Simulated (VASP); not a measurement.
Set up this calculation in VASP 6.6.1, as the native input.

```yaml
Task: single point
Functional: PBE
Potentials_or_basis: VASP PAW PBE potentials, release 64 (Ga_d, N)
Cutoff: 520 eV
k_mesh: 12 × 12 × 6
Occupations: gaussian, width 0.05 eV
Spin: no spin polarisation
Dipole_correction: no
Further_INCAR_settings: ALGO = Normal; EDIFF = 1e-06; NBANDS = 26
```

The structure of GaN lies in POSCAR:

```
GaN
1.0
    3.0845996707      0.0000000000      0.0000000000
   -1.5422998354      2.6713416753      0.0000000000
    0.0000000000      0.0000000000      5.0110200000
Ga N
2 2
Direct
    0.3333333333      0.6666666667      0.0000000000
    0.6666666667      0.3333333333      0.5000000000
    0.3333333333      0.6666666667      0.3750000000
    0.6666666667      0.3333333333      0.8750000000
```

This cell differs from its parent crystal: strain -0.030 along x and y, -0.030 along z.

One way to write it, as run:

INCAR

```
PREC = Accurate ; ENCUT = 520
EDIFF = 1E-6 ; ISMEAR = 0
SIGMA = 0.05 ; LREAL = False
LASPH = True ; NELM = 80
ALGO = Normal ; ISIF = 2
LWAVE = False ; LCHARG = False
GGA = PE ; NBANDS = 26
```

KPOINTS

```
regular mesh
0
Gamma
  12 12 6
```

Potentials or basis: VASP PAW PBE potentials, release 64 (Ga_d, N).

Command:

```console
$ cat potpaw_PBE.64/Ga_d/POTCAR potpaw_PBE.64/N/POTCAR > POTCAR
$ mpirun -np 1 vasp_std > vasp.out
```

Results of the run:

| Property | Result |
| --- | --- |
| Pressure | 29.7 GPa |
| Largest force | 0.160 eV/Å |
| Band gap on the k mesh | 2.59 eV |

Caveat: the cell differs from its parent crystal (strain -0.030 along x and y, -0.030 along z); the cell stands under pressure.

Wall time 40 s on 1 thread of Intel(R) Xeon(R) 6975P-C (Granite Rapids), on a shared host, peak memory 0.2 GiB.
